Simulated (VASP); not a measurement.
# Lu (P6_3/mmc) in VASP: further runs

Runs on Lu. Level: PBEsol. Tasks: single point.

All numbers are computed with VASP 6.6.1; they aren't measurements. Logs are shortened: lines on timing, memory, paths and dates and some standing lists are left out, and cuts for length are marked.

## (1) The cell of the first run

It takes space group P6_3/mmc (No. 194, hexagonal). Conventional cell: a = 3.438 Å, b = 3.438 Å, c = 5.453 Å, α = 90.00°, β = 90.00°, γ = 120.00°. Within 4.4 Å of Lu (site symmetry -6m2) lie 12 Lu at 3.37 to 3.44 Å.

## (2) Single point, PBEsol (27.91 Å³/atom)

The input, INCAR:

```
PREC = Accurate
ENCUT = 520
EDIFF = 1E-7
ISMEAR = -1
SIGMA = 0.03
LREAL = False
LASPH = True
NELM = 100
ALGO = Normal
ISIF = 2
LWAVE = False
LCHARG = True
GGA = PS
LELF = True
LVHAR = True
NBANDS = 32
```

The input, KPOINTS:

```
regular mesh
0
Gamma
  13 13 8
```

The input, POSCAR:

```
Lu
1.0
    3.4382481950      0.0000000000      0.0000000000
   -1.7191240975      2.9776102815      0.0000000000
    0.0000000000      0.0000000000      5.4529640328
Lu
2
Direct
    0.3333333333      0.6666666667      0.2500000000
    0.6666666667      0.3333333333      0.7500000000
```

Potentials or basis: VASP PAW PBE potentials, release 64 (Lu).

Command:

```bash
cat potpaw_PBE.64/Lu/POTCAR > POTCAR
mpirun -np 1 vasp_std > vasp.out
```

OUTCAR:

```text
PREC = Accurate
   ENCUT = 520
   EDIFF = 1E-7
   ISMEAR = -1
   LREAL = False
   LASPH = True
   NELM = 100
   ISIF = 2
   GGA = PS

 ion  position               nearest neighbor table
   1  0.333  0.667  0.250-   2 3.37   2 3.37   2 3.37   2 3.37   2 3.37   2 3.37
   2  0.667  0.333  0.750-   1 3.37   1 3.37   1 3.37   1 3.37   1 3.37   1 3.37

  LATTYP: Found a hexagonal cell.
 ALAT       =     3.4382481950
 C/A-ratio  =     1.5859716122

  Lattice vectors:

 A1 = (   3.4382481950,   0.0000000000,   0.0000000000)
 A2 = (  -1.7191240975,   2.9776102815,   0.0000000000)
 A3 = (   0.0000000000,   0.0000000000,   5.4529640328)

Analysis of symmetry for initial positions (statically):
=====================================================================
 Subroutine PRICEL returns:
 Original cell was already a primitive cell.

 Routine SETGRP: Setting up the symmetry group for a
 hexagonal supercell.

 Subroutine GETGRP returns: Found 24 space group operations
 (whereof 12 operations were pure point group operations)
 out of a pool of 24 trial point group operations.

The static configuration has the point symmetry D_3d.
 The point group associated with its full space group is D_6h.

Analysis of symmetry for dynamics (positions and initial velocities):
=====================================================================
 Subroutine PRICEL returns:
 Original cell was already a primitive cell.

 Routine SETGRP: Setting up the symmetry group for a
 hexagonal supercell.

 Subroutine GETGRP returns: Found 24 space group operations
 (whereof 12 operations were pure point group operations)
 out of a pool of 24 trial point group operations.

The dynamic configuration has the point symmetry D_3d.
 The point group associated with its full space group is D_6h.

 Subroutine INISYM returns: Found 24 space group operations
 (whereof 12 operations are pure point group operations),
 and found     1 'primitive' translations

----------------------------------------------------------------------------------------

                                     Primitive cell

  volume of cell :      55.8262

  direct lattice vectors                    reciprocal lattice vectors
     3.438248195  0.000000000  0.000000000     0.290845786  0.167919893  0.000000000
    -1.719124097  2.977610282  0.000000000     0.000000000  0.335839786  0.000000000
     0.000000000  0.000000000  5.452964033     0.000000000  0.000000000  0.183386502

  length of vectors
     3.438248195  3.438248195  5.452964033     0.335839786  0.335839786  0.183386502

  position of ions in fractional coordinates (direct lattice)
     0.333333333  0.666666667  0.250000000
     0.666666667  0.333333333  0.750000000

  ion indices of the primitive-cell ions
   primitive index   ion index
                 1           1
                 2           2

----------------------------------------------------------------------------------------

 KPOINTS: regular mesh

Automatic generation of k-mesh.
 Grid dimensions read from file:
 generate k-points for:   13   13    8

 Generating k-lattice:

  Cartesian coordinates                     Fractional coordinates (reciprocal lattice)
     0.022372753  0.012916915  0.000000000     0.076923077 -0.000000000  0.000000000
     0.000000000  0.025833830  0.000000000     0.000000000  0.076923077  0.000000000
     0.000000000  0.000000000  0.022923313     0.000000000  0.000000000  0.125000000

  Length of vectors
     0.025833830  0.025833830  0.022923313

  Shift w.r.t. Gamma in fractional coordinates (k-lattice)
     0.000000000  0.000000000  0.000000000

 Subroutine IBZKPT returns following result:
 ===========================================

 Found    105 irreducible k-points:

 Following reciprocal coordinates:
            Coordinates               Weight
  0.000000  0.000000  0.000000      1.000000
  0.076923  0.000000  0.000000      6.000000
  0.153846  0.000000  0.000000      6.000000
  0.230769  0.000000  0.000000      6.000000
  0.307692  0.000000  0.000000      6.000000
  0.384615  0.000000  0.000000      6.000000
[... 16 lines left out ...]
  0.076923  0.000000  0.125000     12.000000
  0.153846  0.000000  0.125000     12.000000
 [... further k-points ...]
   k-points           NKPTS =    105   k-points in BZ     NKDIM =    105   number of bands    NBANDS=     32
   number of dos      NEDOS =    301   number of ions     NIONS =      2
   total plane-waves  NPLWV =  32928
   dimension x,y,z NGX =    28 NGY =   28 NGZ =   42
   dimension x,y,z NGXF=    56 NGYF=   56 NGZF=   84
   ions per type =               2
   NGX,Y,Z   is equivalent  to a cutoff of  13.54, 13.54, 12.80 a.u.
   NGXF,Y,Z  is equivalent  to a cutoff of  27.08, 27.08, 25.61 a.u.
 SYSTEM =  unknown system
   PREC   = accura    normal or accurate (medium, high low for compatibility)
   ISTART =      0    job   : 0-new  1-cont  2-samecut
   ICHARG =      2    charge: 1-file 2-atom 10-const
   ISPIN  =      1    spin polarized calculation?
   LNONCOLLINEAR =      F non collinear calculations
   LSORBIT =      F    spin-orbit coupling
   LASPH  =      T    aspherical Exc in radial PAW
   ENCUT  =  520.0 eV  38.22 Ry    6.18 a.u.   6.39  6.39 10.14*2*pi/ulx,y,z
   NELM   =    100;   NELMIN=  2; NELMDL= -5     # of ELM steps
   EDIFF  = 0.1E-06   stopping-criterion for ELM
   LREAL  =      F    real-space projection
   EDIFFG = 0.1E-05   stopping-criterion for IOM
   NSW    =      0    number of steps for IOM
   IBRION =     -1    ionic relax: 0-MD 1-quasi-New 2-CG
   NFREE  =      0    steps in history (QN), initial steepest desc. (CG)
   ISIF   =      2    stress and relaxation
   ISYM   =      2    0-nonsym 1-usesym 2-fastsym
   POTIM  = 0.5000    time-step for ionic-motion
   TEBEG  =    0.0;   TEEND  =   0.0 temperature during run
   PSTRESS=    0.0 pullay stress
   NELECT =      50.0000    total number of electrons
   NUPDOWN=      -1.0000    fix difference up-down
   EMIN   =  10.00;   EMAX   =-10.00  energy-range for DOS
   EFERMI =   0.00;   METHOD = LEGACY
   ISMEAR =    -1;   SIGMA  =   0.03  broadening in eV -4-tet -1-fermi 0-gaus
   EFERMI_NEDOS =   21; number of points for ismear=-14 and -15
   IALGO  =     38    algorithm
   IMIX   =      4    mixing-type and parameters
     AMIX     =   0.40;   BMIX     =  1.00
     AMIX_MAG =   1.60;   BMIX_MAG =  1.00
  volume/ion in A,a.u.               =      27.91       188.37
  Fermi-wavevector in a.u.,A,eV,Ry     =   1.578043  2.982070 33.881511  2.490221
  Thomas-Fermi vector in A             =   2.678634
   LORBIT       =      0    0 simple, 1 ext, 2 COOP (PROOUT), +10 PAW based schemes
   GGA     = PS    functional components
   LHFCALC =     F    Hartree Fock is set to
   AEXX    =    0.0000 exact exchange contribution
   IVDW    =     0    specifies the selected vdW correction
   LEPSILON=     F    determine dielectric tensor
   LRPA    =     F    only Hartree local field effects (RPA)
 non-spin polarized calculation
  energy-cutoff  :      520.00
  volume of cell :       55.83
 maximum number of plane-waves:      1534
 NGX is ok and might be reduce to    28
   NGX = 13   NGY = 13   NGZ = 21

 number of electron      49.9999995 magnetization

 Free energy of the ion-electron system (eV)
  ---------------------------------------------------
  ext. energy  EPLUGINS =         0.00000000
  ---------------------------------------------------
  free energy    TOTEN  =        -9.90191035 eV

  energy without entropy =       -9.89184821  energy(sigma->0) =       -9.89687928

 E-fermi :   2.2417     XC(G=0): -10.9818

 val. band max:        2.2393776207   @ k =   0.2308   0.1538   0.1250
 cond. band min:       2.2456045486   @ k =   0.2308   0.1538   0.3750
 fundamental gap:      0.0062269278
 Fermi energy:         2.2417267518

 k-point     1 :       0.0000    0.0000    0.0000
  band No.  band energies     occupation
      1     -53.8397      2.00000
      2     -53.7988      2.00000
      3     -24.8214      2.00000
      4     -24.3272      2.00000
      5     -24.3272      2.00000
      6     -24.2371      2.00000
[... 24 lines left out ...]
     31       5.8602      0.00000
     32       5.8602      0.00000

 k-point     2 :       0.0769    0.0000    0.0000
  band No.  band energies     occupation
      1     -53.8380      2.00000
      2     -53.7981      2.00000
      3     -24.8105      2.00000
      4     -24.3502      2.00000
      5     -24.3349      2.00000
      6     -24.2615      2.00000
[... 24 lines left out ...]
     31       5.6305      0.00000
     32       5.7041      0.00000

 k-point     3 :       0.1538    0.0000    0.0000
  band No.  band energies     occupation
      1     -53.8331      2.00000
      2     -53.7963      2.00000
      3     -24.7791      2.00000
      4     -24.4142      2.00000
      5     -24.3558      2.00000
      6     -24.3277      2.00000
[... 24 lines left out ...]
     31       5.4918      0.00000
     32       5.7648      0.00000

 k-point     4 :       0.2308    0.0000    0.0000
  band No.  band energies     occupation
      1     -53.8260      2.00000
      2     -53.7941      2.00000
      3     -24.7308      2.00000
      4     -24.5047      2.00000
      5     -24.4178      2.00000
      6     -24.3841      2.00000
[... 24 lines left out ...]
     31       6.0297      0.00000
     32       6.4119      0.00000

 k-point     5 :       0.3077    0.0000    0.0000
  band No.  band energies     occupation
      1     -53.8180      2.00000
      2     -53.7922      2.00000
      3     -24.6721      2.00000
      4     -24.6009      2.00000
      5     -24.5097      2.00000
      6     -24.4131      2.00000
[... 584 lines left out ...]
     31       7.8037      0.00000
     32       8.0867      0.00000

 k-point    22 :       0.0000    0.0000    0.1250
  band No.  band energies     occupation
      1     -53.8382      2.00000
      2     -53.8003      2.00000
      3     -24.7995      2.00000
      4     -24.3238      2.00000
      5     -24.3238      2.00000
      6     -24.2406      2.00000
[... 24 lines left out ...]
     31       6.0595      0.00000
     32       6.0595      0.00000

 k-point    23 :       0.0769    0.0000    0.1250
  band No.  band energies     occupation
      1     -53.8365      2.00000
      2     -53.7996      2.00000
      3     -24.7897      2.00000
      4     -24.3463      2.00000
      5     -24.3314      2.00000
      6     -24.2734      2.00000
[... 24 lines left out ...]
     31       5.9327      0.00000
     32       5.9426      0.00000

 k-point    24 :       0.1538    0.0000    0.1250
  band No.  band energies     occupation
      1     -53.8317      2.00000
      2     -53.7977      2.00000
      3     -24.7620      2.00000
      4     -24.4084      2.00000
      5     -24.3518      2.00000
      6     -24.3424      2.00000
[... 24 lines left out ...]
     31       5.8626      0.00000
     32       5.8683      0.00000

 [... further k-points ...]

------------------------ aborting loop because EDIFF is reached ----------------------------------------

  FORCE on cell =-STRESS in cart. coord.  units (eV):
  Direction    XX          YY          ZZ          XY          YZ          ZX
  --------------------------------------------------------------------------------------
  -------------------------------------------------------------------------------------
  Total       -0.0385346     -0.0385346     -0.6121908     -0.0000000      0.0000000      0.0000000
  in kB       -1.1059191     -1.1059191    -17.5695108     -0.0000000      0.0000000      0.0000000
  external PRESSURE =      -6.5937830 kB  Pullay stress =       0.0000000 kB

 VOLUME and BASIS-vectors are now :
 -----------------------------------------------------------------------------
  energy-cutoff  :      520.00
  volume of cell :       55.83
      direct lattice vectors                 reciprocal lattice vectors
     3.438248195  0.000000000  0.000000000     0.290845786  0.167919893  0.000000000
    -1.719124097  2.977610282  0.000000000     0.000000000  0.335839786  0.000000000
     0.000000000  0.000000000  5.452964033     0.000000000  0.000000000  0.183386502

 POSITION                                       TOTAL-FORCE (eV/Angst)
 -----------------------------------------------------------------------------------
     -0.00000      1.98507      1.36324         0.000000     -0.000000      0.000000
      1.71912      0.99254      4.08972        -0.000000      0.000000      0.000000
 -----------------------------------------------------------------------------------
    total drift:                               -0.000000      0.000000     -0.000000

  FREE ENERGIE OF THE ION-ELECTRON SYSTEM (eV)
  ---------------------------------------------------
  free  energy   TOTEN  =        -9.9019103482 eV

  energy  without entropy=       -9.8918482123  energy(sigma->0) =       -9.89687928
```

Wall time 2.4 min (1 thread of Intel Xeon Platinum 8488C (Sapphire Rapids), shared host); peak memory 0.29 GiB.

What came out:

| Property | Result |
| --- | --- |
| Free energy | -9.9019 eV |
| Pressure | -0.7 GPa |
| Band gap on the k mesh | zero (bands 25 and 26 overlap by 1.75 eV) |

Stress tensor (GPa, compression positive):
```
-0.11  0.00  0.00
 0.00 -0.11  0.00
 0.00  0.00 -1.76
```

Caveat: the PAW data sets were made with another functional, which shifts forces and pressure a little; spin-orbit coupling is left out, which moves the levels of the heavy elements.

(Continued in part 2 of 2.)
